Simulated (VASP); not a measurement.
Here is a VASP 6.6.1 calculation.

File INCAR:

```
  PREC = Accurate
  ENCUT = 600
  EDIFF = 1E-6
  ISMEAR = 0
  SIGMA = 0.1
  LREAL = False
  LASPH = True
  NELM = 80
  ALGO = Normal
  ISIF = 3
  LWAVE = False
  LCHARG = False
  GGA = PE
  IBRION = 2
  NSW = 100
  EDIFFG = -0.01
```

KPOINTS

```
regular mesh
0
Gamma
  16 16 16
```

File POSCAR:

```
AlH4
1.0
   -1.7350769683      1.7350769683      4.2628844133
    1.7350769683     -1.7350769683      4.2628844133
    1.7350769683      1.7350769683     -4.2628844133
Al H
1 4
Direct
    0.0000000000      0.0000000000      0.0000000000
    0.1960046769      0.1960046769      0.0000000000
    0.8039953231      0.8039953231      0.0000000000
    0.5000000000      0.0000000000      0.5000000000
    0.0000000000      0.5000000000      0.5000000000
```

Potentials or basis: VASP PAW PBE potentials, release 64 (Al, H).

Launch:

```sh
$ cat potpaw_PBE.64/Al/POTCAR potpaw_PBE.64/H/POTCAR > POTCAR
$ mpirun -np 1 vasp_std > vasp.out
```

(1) Predict the relaxed volume.

(2) Estimate the space group after relaxing (to 0.05 Å).

Answers

(1) 10.32 Å³/atom.

(2) I4/mmm (No. 139).
